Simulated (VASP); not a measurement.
Here is a VASP 6.6.1 calculation.

File POSCAR:

```
BaTe
1.0
    0.0000000000      3.5333946272      3.5333946272
    3.5333946272      0.0000000000      3.5333946272
    3.5333946272      3.5333946272      0.0000000000
Ba Te
1 1
Direct
    0.0000000000      0.0000000000      0.0000000000
    0.5000000000      0.5000000000      0.5000000000
```

The input INCAR.step1:

```
PREC = Accurate
ENCUT = 600
EDIFF = 1E-5
ISMEAR = -1
SIGMA = 0.02
LREAL = F
LASPH = T
NELM = 100
ALGO = Normal
LWAVE = T
LCHARG = F
GGA = PE
NBANDS = 15
```

The input INCAR.step2:

```
PREC = Accurate
ENCUT = 600
EDIFF = 1E-7
ISMEAR = -1
SIGMA = 0.02
LREAL = F
LASPH = T
NELM = 100
ALGO = Normal
ISIF = 3
LWAVE = F
LCHARG = F
GGA = PE
LHFCALC = T
HFSCREEN = 0.2079
PRECFOCK = Normal
IBRION = 2
NSW = 80
EDIFFG = -0.005
ISTART = 1
```

KPOINTS

```
regular mesh
0
Gamma
  4 4 4
```

Potentials or basis: VASP PAW PBE potentials, release 64 (Ba_sv, Te).

Run with:

```sh
$ cat potpaw_PBE.64/Ba_sv/POTCAR potpaw_PBE.64/Te/POTCAR > POTCAR
$ cp INCAR.step1 INCAR
$ mpirun -np 1 vasp_std > vasp.out
$ cp INCAR.step2 INCAR
$ mpirun -np 1 vasp_std > vasp.out
```

Predict the relaxed cell.

a = 4.994 Å, b = 4.994 Å, c = 4.994 Å, α = 60.00°, β = 60.00°, γ = 60.00°.

Estimate the band gap on the k mesh.

2.30 eV (least direct gap 2.72 eV).

Predict the space group after relaxing (to 0.1 Å).

Fm-3m (No. 225).

Predict the relaxed volume.

44.04 Å³/atom.

Final structure:
```
CELL_PARAMETERS angstrom
0.00000 3.53149 3.53149
3.53149 0.00000 3.53149
3.53149 3.53149 0.00000
ATOMIC_POSITIONS crystal
Ba 0.00000 0.00000 0.00000
Te 0.50000 0.50000 0.50000
```

Caveat: the PAW data sets were made with another functional, which shifts forces and pressure a little; spin-orbit coupling is left out, which moves the levels of the heavy elements. A k mesh can miss the band edges.
